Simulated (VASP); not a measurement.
The system is Ga8P7N.

```
Ga P N
1.0
    10.63248    0.00000    0.00000
     0.00000    5.31624    0.00000
     0.00000    0.00000    5.31624
Ga P N
8 7 1
Cartesian
  0.0508 5.2954 0.0921
  5.2756 5.2526 0.0176
  2.6918 2.6940 0.0194
  7.8824 2.6069 5.3013
  2.5588 5.2389 2.6742
  8.0304 0.0603 2.7103
  0.0714 2.6329 2.6172
  5.1866 2.5845 2.7868
  1.4660 1.2997 1.2576
  3.9620 3.9660 1.3750
  9.2759 3.9740 1.3117
  3.9293 1.3337 3.9849
  9.3008 1.1814 3.9519
  1.4228 3.8656 3.9685
  6.6193 3.9385 3.9034
  6.7880 1.2423 1.3711
```

Program: VASP 6.6.1. Alike in all runs: task single point; no spin polarisation; cell as given; k mesh 1 × 1 × 1, shifted.

Order these runs on this cell by their pressure, lowest first.
A. level HF; potentials or basis VASP PAW PBE potentials, release 64 (Ga_d, P, N); cutoff (eV) 520; smearing fermi-dirac 0.05 eV; grid for exact exchange (PRECFOCK) Fast; share of exact exchange 1
B. level LDA; potentials or basis VASP PAW LDA potentials, release 64 (Ga_d, P, N); cutoff (eV) 700; smearing methfessel-paxton 0.05 eV; mended yes
C. level PBEsol; potentials or basis VASP PAW PBE potentials, release 64 (Ga_d, P, N); cutoff (eV) 700; smearing fermi-dirac 0.05 eV; mended yes
D. level PBE; potentials or basis VASP PAW PBE potentials, release 64 (Ga_d, P, N); cutoff (eV) 520; smearing fermi-dirac 0.05 eV

B (1.0 GPa), C (3.3 GPa), D (6.8 GPa), A (9.4 GPa).

Caveats: some runs use coarse meshes; the PAW data sets were made with another functional, which shifts forces and pressure a little (at least some runs); the cell stands under pressure (at least some runs).
